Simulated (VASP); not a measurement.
Input of a VASP 6.6.1 run:

INCAR

```
PREC = Accurate
ENCUT = 520
EDIFF = 1E-6
ISMEAR = -1
SIGMA = 0.05
LREAL = F
LASPH = T
NELM = 100
ALGO = Normal
ISIF = 2
LWAVE = F
LCHARG = F
NBANDS = 28
```

KPOINTS

```
regular mesh
0
Gamma
  5 5 8
```

The input POSCAR:

```
La2O3
1.0
    6.2667802772      0.0000000000      0.0000000000
   -3.1333901386      5.4271909200      0.0000000000
    0.0000000000      0.0000000000      3.2997660000
La O
2 3
Direct
    0.6666666667      0.3333333333      0.5000000000
    0.3333333333      0.6666666667      0.5000000000
    0.5080139900      0.0000000000      0.0000000000
    0.0000000000      0.5080139900      0.0000000000
    0.4919860100      0.4919860100      0.0000000000
```

Potentials or basis: VASP PAW LDA potentials, release 64 (La, O).

Command:

```bash
$ cat potpaw_LDA.64/La/POTCAR potpaw_LDA.64/O/POTCAR > POTCAR
$ mpirun -np 1 vasp_std > vasp.out
```

Problem. Predict the largest force.

Solution. 0.073 eV/Å.

Problem. What does it give for the pressure?

Solution. -3.3 GPa.

Problem. Predict the band gap on the k mesh.

Solution. 1.38 eV, indirect (least direct gap 1.90 eV).

Stress tensor (GPa, compression positive):
```
-1.72  0.00  0.00
 0.00 -1.72  0.00
 0.00  0.00 -6.36
```

Caveat: spin-orbit coupling is left out, which moves the levels of the heavy elements. LDA gaps usually lie below the measured ones, often by a third to a half.
